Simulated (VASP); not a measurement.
Here is a VASP 6.6.1 calculation.

File INCAR:

```
SYSTEM = Au
PREC = Accurate ; ENCUT = 520
EDIFF = 1E-6 ; ISMEAR = -1
SIGMA = 0.08 ; LREAL = .False.
LASPH = .True. ; NELM = 80
ALGO = Normal ; ISIF = 2
LWAVE = .False. ; LCHARG = .True.
GGA = PE ; LELF = .True.
LVHAR = .True. ; NBANDS = 24
```

KPOINTS

```
Automatic mesh
0
Gamma
  9 9 12
  0 0 0
```

Contents of POSCAR:

```
Au
1.0
    4.7568185335      0.0000000000      0.0000000000
   -2.3784092667      4.1195256912      0.0000000000
    0.0000000000      0.0000000000      2.8076515955
Au
3
Direct
    0.0000000000      0.0000000000      0.0000000000
    0.3333333333      0.6666666667      0.5000000000
    0.6666666667      0.3333333333      0.5000000000
```

Potentials or basis: VASP PAW PBE potentials, release 64 (Au).

The run is started by

```sh
$ cat potpaw_PBE.64/Au/POTCAR > POTCAR
$ mpirun -np 1 vasp_std > vasp.out
```

Estimate the pressure.

-0.2 GPa.

What does it give for the band gap on the k mesh?

Zero (an odd number of electrons rules out a gap without spin polarisation).

Caveat: spin-orbit coupling is left out, which moves the levels of the heavy elements.
